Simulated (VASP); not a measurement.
# Ru (P6_3/mmc) in VASP: notebook, part 2 of 2

VASP 6.6.1. Earlier steps stand in the parts before.

## Step 4: Single point, PBEsol (volume 12.468 Å^3 an atom, c/a of the conventional cell 1.6066)

Contents of INCAR:

```
SYSTEM = Ru
ALGO     = Fast           ! electronic algorithm
EDIFF    = 1E-7           ! SCF threshold, eV
ENCUT    = 520            ! plane-wave cutoff, eV
GGA      = PS             ! functional
ISIF     = 2              ! what is computed and relaxed
ISMEAR   = 0              ! smearing method
LASPH    = .TRUE.         ! aspherical terms in the spheres
LCHARG   = .FALSE.        ! write CHGCAR
LREAL    = .FALSE.        ! projectors in reciprocal space
LWAVE    = .FALSE.        ! write WAVECAR
NBANDS   = 21             ! bands
NELM     = 60             ! most SCF steps
PREC     = Accurate       ! precision mode
SIGMA    = 0.15           ! smearing width, eV
```

Contents of KPOINTS:

```
k-points
0
G
  21 21 12
  0 0 0
```

Contents of POSCAR:

```
Ru
1.0
    2.6169542581      0.0000000000      0.0000000000
   -1.3084771290      2.2663488681      0.0000000000
    0.0000000000      0.0000000000      4.2043987111
Ru
2
Direct
    0.3333333333      0.6666666667      0.2500000000
    0.6666666667      0.3333333333      0.7500000000
```

Potentials or basis: VASP PAW PBE potentials, release 64 (Ru_pv).

Command:

```
> cat potpaw_PBE.64/Ru_pv/POTCAR > POTCAR
> mpirun -np 1 vasp_std > vasp.out
```

OUTCAR:

```text
SYSTEM = Ru
   EDIFF = 1E-7
   ENCUT = 520
   GGA = PS
   ISIF = 2
   ISMEAR = 0
   LASPH = .TRUE.
   LREAL = .FALSE.
   NELM = 60
   PREC = Accurate

 ion  position               nearest neighbor table
   1  0.333  0.667  0.250-   2 2.59   2 2.59   2 2.59   2 2.59   2 2.59   2 2.59
   2  0.667  0.333  0.750-   1 2.59   1 2.59   1 2.59   1 2.59   1 2.59   1 2.59

  LATTYP: Found a hexagonal cell.
 ALAT       =     2.6169542581
 C/A-ratio  =     1.6066000000

  Lattice vectors:

 A1 = (   2.6169542581,   0.0000000000,   0.0000000000)
 A2 = (  -1.3084771290,   2.2663488681,   0.0000000000)
 A3 = (   0.0000000000,   0.0000000000,   4.2043987111)

Analysis of symmetry for initial positions (statically):
=====================================================================
 Subroutine PRICEL returns:
 Original cell was already a primitive cell.

 Routine SETGRP: Setting up the symmetry group for a
 hexagonal supercell.

 Subroutine GETGRP returns: Found 24 space group operations
 (whereof 12 operations were pure point group operations)
 out of a pool of 24 trial point group operations.

The static configuration has the point symmetry D_3d.
 The point group associated with its full space group is D_6h.
[... 161 lines left out ...]

  energy without entropy =      -20.19021253  energy(sigma->0) =      -20.19880046

 E-fermi :  14.3351     XC(G=0): -14.8152

 val. band max:       14.3314523854   @ k =   0.3810   0.0476   0.3333
 cond. band min:      14.3368738745   @ k =   0.1429   0.1429   0.0833
 fundamental gap:      0.0054214891
 Fermi energy:        14.3350695371

 k-point     1 :       0.0000    0.0000    0.0000
  band No.  band energies     occupation
      1     -29.6170      2.00000
      2     -28.3780      2.00000
      3     -28.3780      2.00000
      4     -28.1730      2.00000
      5     -28.1730      2.00000
      6     -28.1463      2.00000
[... 565 lines left out ...]
     20      24.5126      0.00000
     21      25.0752      0.00000

 [... further k-points ...]

------------------------ aborting loop because EDIFF is reached ----------------------------------------

  FORCE on cell =-STRESS in cart. coord.  units (eV):
  Direction    XX          YY          ZZ          XY          YZ          ZX
  --------------------------------------------------------------------------------------
  -------------------------------------------------------------------------------------
  Total        4.6526400      4.6526400      3.2429158      0.0000000      0.0000000      0.0000000
  in kB      298.9394606    298.9394606    208.3624521      0.0000000      0.0000000      0.0000000
  external PRESSURE =     268.7471244 kB  Pullay stress =       0.0000000 kB

 VOLUME and BASIS-vectors are now :
 -----------------------------------------------------------------------------
  energy-cutoff  :      520.00
  volume of cell :       24.94
      direct lattice vectors                 reciprocal lattice vectors
     2.616954258  0.000000000  0.000000000     0.382123607  0.220619167  0.000000000
    -1.308477129  2.266348868  0.000000000     0.000000000  0.441238335  0.000000000
     0.000000000  0.000000000  4.204398711     0.000000000  0.000000000  0.237846139

 POSITION                                       TOTAL-FORCE (eV/Angst)
 -----------------------------------------------------------------------------------
     -0.00000      1.51090      1.05110        -0.000000      0.000000      0.000000
      1.30848      0.75545      3.15330         0.000000     -0.000000      0.000000
 -----------------------------------------------------------------------------------
    total drift:                               -0.000000      0.000000     -0.000000

  FREE ENERGIE OF THE ION-ELECTRON SYSTEM (eV)
  ---------------------------------------------------
  free  energy   TOTEN  =       -20.2073883934 eV

  energy  without entropy=      -20.1902125342  energy(sigma->0) =      -20.19880046
```

stdout:

```text
POSCAR found type information on POSCAR Ru
 POSCAR found :  1 types and       2 ions
 scaLAPACK will be used
 -----------------------------------------------------------------------------
|                                                                             |
|                                                                             |
|     You enforced a specific xc type in the INCAR file but a different       |
|     I HOPE YOU KNOW WHAT YOU ARE DOING!                                     |
|                                                                             |
 -----------------------------------------------------------------------------

 LDA part: xc-table for (Slater+PW92), standard interpolation
 POSCAR, INCAR and KPOINTS ok, starting setup
 FFT: planning ... GRIDC
 FFT: planning ... GRID_SOFT
 FFT: planning ... GRID
 WAVECAR not read
 entering main loop
WARNING in EDDRMM: call to ZHEGV failed, returncode =   8  4     20
WARNING in EDDRMM: call to ZHEGV failed, returncode =   6  3     19
```

It took 76 s on 1 thread of Intel Xeon 6975P-C (Granite Rapids), shared host; peak memory 0.24 GiB.

What came out:

```yaml
Free_energy: -20.2074 eV
Pressure: 26.9 GPa
Band_gap_on_the_k_mesh: zero (band 14 reaches 16.13 eV, above the bottom of band 15 at 12.62 eV)
```

Stress tensor (GPa, compression positive):
```
29.89  0.00  0.00
 0.00 29.89  0.00
 0.00  0.00 20.84
```

Caveat: the PAW data sets were made with another functional, which shifts forces and pressure a little.

## Step 5: Single point, PBEsol (volume 12.468 Å^3 an atom, c/a of the conventional cell 1.7130)

Contents of INCAR:

```
SYSTEM = Ru
ALGO = Fast ; EDIFF = 1E-6
ENCUT = 520 ; GGA = PS
ISIF = 2 ; ISMEAR = 0
LASPH = .True. ; LCHARG = .True.
LELF = .True. ; LREAL = .False.
LVHAR = .True. ; LWAVE = .False.
NBANDS = 21 ; NELM = 80
PREC = Accurate ; SIGMA = 0.15
```

Contents of KPOINTS:

```
k-points
0
Gamma
  21 21 12
  0 0 0
```

Contents of POSCAR:

```
Ru
1.0
    2.5616095373      0.0000000000      0.0000000000
   -1.2808047686      2.2184189339      0.0000000000
    0.0000000000      0.0000000000      4.3880371375
Ru
2
Direct
    0.3333333333      0.6666666667      0.2500000000
    0.6666666667      0.3333333333      0.7500000000
```

Command:

```
> cat potpaw_PBE.64/Ru_pv/POTCAR > POTCAR
> mpirun -np 1 vasp_std > vasp.out
```

It took 70 s on 1 thread of Intel Xeon 6975P-C (Granite Rapids), shared host; peak memory 0.24 GiB.

It converged, with:

| Property | Result |
| --- | --- |
| Free energy | -20.0141 eV |
| Pressure | 28.8 GPa |
| Band gap on the k mesh | zero (band 14 reaches 16.19 eV, above the bottom of band 15 at 12.81 eV) |

Stress tensor (GPa, compression positive):
```
45.29  0.00  0.00
 0.00 45.29  0.00
 0.00  0.00 -4.28
```

Levels at points of the mesh, in eV from the Fermi level:
| k point | band 11 | band 12 | band 13 | band 14 | band 15 | band 16 | band 17 | band 18 |
| --- | --- | --- | --- | --- | --- | --- | --- | --- |
| (0.00, 0.00, 0.00) | -2.90 | -2.32 | -2.32 | -0.90 | -0.90 | 0.42 | 1.39 | 1.39 |
| (0.00, 0.00, 0.50) | -2.92 | -2.92 | -2.92 | -2.92 | 0.66 | 0.66 | 0.66 | 0.66 |

Caveat: the PAW data sets were made with another functional, which shifts forces and pressure a little.

## Step 6: The runs side by side

```tsv
cell	further INCAR settings	gap on the mesh (eV)	pressure (GPa)
a = 2.644, b = 2.644, c = 4.048 Å, angles 90.0, 90.0, 120.0°, 2 atoms	ALGO = Fast; EDIFF = 1e-06; NBANDS = 21	none	36.6
a = 2.589, b = 2.589, c = 4.295 Å, angles 90.0, 90.0, 120.0°, 2 atoms	ALGO = Fast; EDIFF = 1e-06; NBANDS = 21	none	27.3
a = 2.617, b = 2.617, c = 4.204 Å, angles 90.0, 90.0, 120.0°, 2 atoms	ALGO = Fast; EDIFF = 1e-07; NBANDS = 21	none	26.9
a = 2.562, b = 2.562, c = 4.388 Å, angles 90.0, 90.0, 120.0°, 2 atoms	ALGO = Fast; EDIFF = 1e-06; NBANDS = 21	none	28.8
```

Alike in all rows: task single point; level PBEsol; potentials or basis VASP PAW PBE potentials, release 64 (Ru_pv); no spin polarisation; k mesh 21 × 21 × 12; cutoff (eV) 520; smearing gaussian 0.15 eV.

Caveats: the PAW data sets were made with another functional, which shifts forces and pressure a little.

Absolute energies hang on the potentials; compare differences alone.
